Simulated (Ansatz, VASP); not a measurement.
**Two plane-wave programs on CdTe**

File INCAR:

```
SYSTEM = CdTe
PREC     = Accurate       ! precision mode
ENCUT    = 520            ! plane-wave cutoff, eV
EDIFF    = 1E-6           ! SCF threshold, eV
ISMEAR   = -1             ! smearing method
SIGMA    = 0.05           ! smearing width, eV
LREAL    = .FALSE.        ! projectors in reciprocal space
LASPH    = .TRUE.         ! aspherical terms in the spheres
NELM     = 80             ! most SCF steps
ALGO     = Normal         ! electronic algorithm
ISIF     = 2              ! what is computed and relaxed
LWAVE    = .FALSE.        ! write WAVECAR
LCHARG   = .FALSE.        ! write CHGCAR
GGA      = CA             ! functional
NBANDS   = 16             ! bands
```

The input KPOINTS:

```
Automatic mesh
0
G
  13 13 13
  0 0 0
```

POSCAR

```
CdTe
1.0
    0.0000000000      2.4297618920      2.4297618920
    2.4297618920      0.0000000000      2.4297618920
    2.4297618920      2.4297618920      0.0000000000
Cd Te
1 1
Direct
    0.0000000000      0.0000000000      0.0000000000
    0.5000000000      0.5000000000      0.5000000000
```

Input for Ansatz:

```yaml
crystal:
  lattice:
    - [0.0, 2.429761892, 2.429761892]
    - [2.429761892, 0.0, 2.429761892]
    - [2.429761892, 2.429761892, 0.0]
  atoms:
    - { symbol: Cd, position: [0.0, 0.0, 0.0] }
    - { symbol: Te, position: [0.5, 0.5, 0.5] }
kpoints:
  mp_grid: { grid: [13, 13, 13] }
  band_path:
    path:
      - [0.0, 0.0, 0.0]
      - [0.5, 0.0, 0.5]
      - [0.625, 0.25, 0.625]
      - [0.375, 0.375, 0.75]
      - [0.0, 0.0, 0.0]
      - [0.5, 0.5, 0.5]
      - [0.5, 0.25, 0.75]
      - [0.5, 0.0, 0.5]
    npoints: 8
scf:
  occupations: { method: fermi_dirac, width: 0.05 }
hamiltonian:
  xc: lda
  pseudopotentials: { kind: paw }
output:
  forces: true
  stress: true
  eigenvalues: true
  populations: true
  dos: { projected: true, de: 0.2, e_range: [-14, 8] }
  write_density: true
  write_potential: true
  elf: true
  volumetric_format: npy
```

Change from the starting cell: volume scaled by 0.55, PAW files.

Alike in both runs: task single point; functional LDA; k mesh 13 × 13 × 13; occupations fermi-dirac, width 0.05 eV; no spin polarisation.

|  | VASP | Ansatz |
| --- | --- | --- |
| version | VASP 6.6.1 | Ansatz 0.2.0 |
| potentials or method | VASP PAW LDA potentials, release 64 (Cd, Te) | PAW with Ansatz's default frozen-core files, scalar-relativistic |
| plane-wave cutoff (eV) | 520 | 420 |
| valence electrons in the cell | 18 | 36 |

|  | VASP | Ansatz | Ansatz less VASP |
| --- | --- | --- | --- |
| pressure (GPa) | 165.2 | 160.0 | -5.22 |

LDA's correlation is that of Perdew and Zunger in VASP and of Perdew and Wang (1992) in Ansatz. Both programs put the cell under a high pressure, so it lies far from rest at this level. VASP's potentials hold 18 valence electrons a cell and Ansatz's 36, so a difference there can come from the potentials and not from the codes.

Spin-orbit coupling is off throughout. Noted on VASP's run: the cell as given lies far from equilibrium.
